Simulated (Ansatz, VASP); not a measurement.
One calculation of Sn, two programs

INCAR

```
SYSTEM = Sn
PREC = Accurate
ENCUT = 520
EDIFF = 1E-6
ISMEAR = -1
SIGMA = 0.1
LREAL = .FALSE.
LASPH = .TRUE.
NELM = 80
ALGO = Normal
ISIF = 2
LWAVE = .FALSE.
LCHARG = .TRUE.
GGA = PS
LELF = .TRUE.
LVHAR = .TRUE.
NBANDS = 13
```

KPOINTS

```
regular mesh
0
G
  12 12 12
  0 0 0
```

Contents of POSCAR:

```
Sn
1.0
    2.9878649965      0.0000000000      0.0000000000
    0.0000000000      2.9878649965      0.0000000000
    0.0000000000      0.0000000000      2.9878649965
Sn
1
Direct
    0.0000000000      0.0000000000      0.0000000000
```

Input for Ansatz:

```yaml
crystal:
  lattice:
    - [2.9878649965, 0.0, 0.0]
    - [0.0, 2.9878649965, 0.0]
    - [0.0, 0.0, 2.9878649965]
  atoms:
    - { symbol: Sn, position: [0.0, 0.0, 0.0] }
hamiltonian:
  xc: pbesol
  pseudopotentials:
    kind: paw
    azcp:
      Sn: "pseudopotentials/Sn.paw.azcp"
basis:
  ecutwfc: 420
  fft_grid_basis: typed
kpoints:
  mp_grid: { grid: [12, 12, 12], shift: [0, 0, 0] }
magnetization:
  spin_polarized: false
scf:
  occupations: { method: fermi_dirac, width: 0.1 }
  lower_state_search: "off"
output:
  stress: true
```

Alike in both runs: task single point; functional PBEsol; k mesh 12 × 12 × 12; occupations fermi-dirac, width 0.1 eV; no spin polarisation.

```csv
,VASP,Ansatz
version,VASP 6.6.1,Ansatz 0.2.0
potentials or method,"VASP PAW PBE potentials, release 64 (Sn_d), cutoff 520 eV","plane waves (420 eV) with PAW, scalar-relativistic"
valence electrons in the cell,14,14
```

```csv
,VASP,Ansatz,Ansatz less VASP
pressure (GPa),2.8,2.8,+0.03
```

VASP's potentials were made for PBE, not for PBEsol, and Ansatz warns of the same on its side.
